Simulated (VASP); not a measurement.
A run of VASP 6.6.1 is set up as follows.

File INCAR:

```
ALGO = Normal ; EDIFF = 1E-7
ENCUT = 520 ; GGA = PE
ISIF = 2 ; ISMEAR = 0
LASPH = T ; LCHARG = F
LREAL = F ; LWAVE = F
NBANDS = 16 ; NELM = 60
PREC = Accurate ; SIGMA = 0.2
```

The input KPOINTS:

```
k-points
0
Gamma
  8 6 6
```

The input POSCAR:

```
C
1.0
    1.2343579300     -2.1372650783     -0.0108119069
   -3.6981110885     -2.1342281583     -0.0144850816
   -0.0033998753     -0.0248829618     -4.5013091364
C
4
Direct
   -0.0000392746      0.6665696176      0.5000016550
    0.5000337355      0.1665718062      0.4999997327
    0.4999830111      0.8334327061      0.5000013076
    0.0000225280      0.3334258701      0.4999973047
```

Potentials or basis: VASP PAW PBE potentials, release 64 (C).

Command:

```console
$ cat potpaw_PBE.64/C/POTCAR > POTCAR
$ mpirun -np 1 vasp_std > vasp.out
```

Q: Estimate the largest force.

A: 0.010 eV/Å.

Q: What does it give for the pressure?

A: 0.3 GPa.

Stress tensor (GPa, compression positive):
```
 0.37  0.02  0.00
 0.02  0.57  0.01
 0.00  0.01 -0.04
```

Caveat: this functional lacks dispersion, which binds the layers, so the pressure and a relaxed spacing across them are unreliable.
